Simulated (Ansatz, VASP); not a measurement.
LaSc3F2 in VASP and in Ansatz

```
La Sc F
1.0
     3.56179    2.05457    3.01395
    -3.56556    2.05453    3.01836
    -0.00382   -8.23486    6.04341
La Sc F
2 6 4
Direct
  0.49998 0.49990 0.24995
  0.50003 0.50002 0.75007
  0.99965 0.00075 0.25040
  0.99972 0.00079 0.75021
  0.50034 0.00072 0.99977
  0.50038 0.00069 0.49978
  0.99975 0.49907 0.99980
  0.99978 0.49903 0.49975
  0.22611 0.22569 0.11306
  0.22638 0.22596 0.61308
  0.77379 0.77354 0.38706
  0.77407 0.77383 0.88708
```

Change from the starting cell: cell x2, atoms moved at random (sigma 0.1 Å) and cell strained at random (1.5 %), then relaxed without symmetry.

Alike in both runs: functional PBE; k mesh 4 × 4 × 2; occupations gaussian, width 0.2 eV; no spin polarisation.

Ansatz relaxed the structure, and its values are those at the end. VASP's run is a single point on that final structure, the one shown.

|  | VASP | Ansatz |
| --- | --- | --- |
| version | VASP 6.6.1 | Ansatz 0.2.0 |
| potentials or method | VASP PAW PBE potentials, release 64 (La, Sc_sv, F), cutoff 520 eV | scalar-relativistic, plane waves, PAW |
| valence electrons in the cell | 116 | 116 |

Ansatz gave:

```
gap on the k mesh at the Fermi level (eV) : none
pressure (GPa)                            : 0.0
rms of the force components (eV/Å)        : 0.003
```

Question: Estimate VASP's values.

Answer: gap on the k mesh at the Fermi level (eV): none; pressure (GPa): 0.1; rms of the force components (eV/Å): 0.011.

A gap of «none» marks a metal or a gap that the smearing closes. With one functional, cell and mesh, what is left measures potentials, basis and numerics.

Spin-orbit coupling is off throughout.
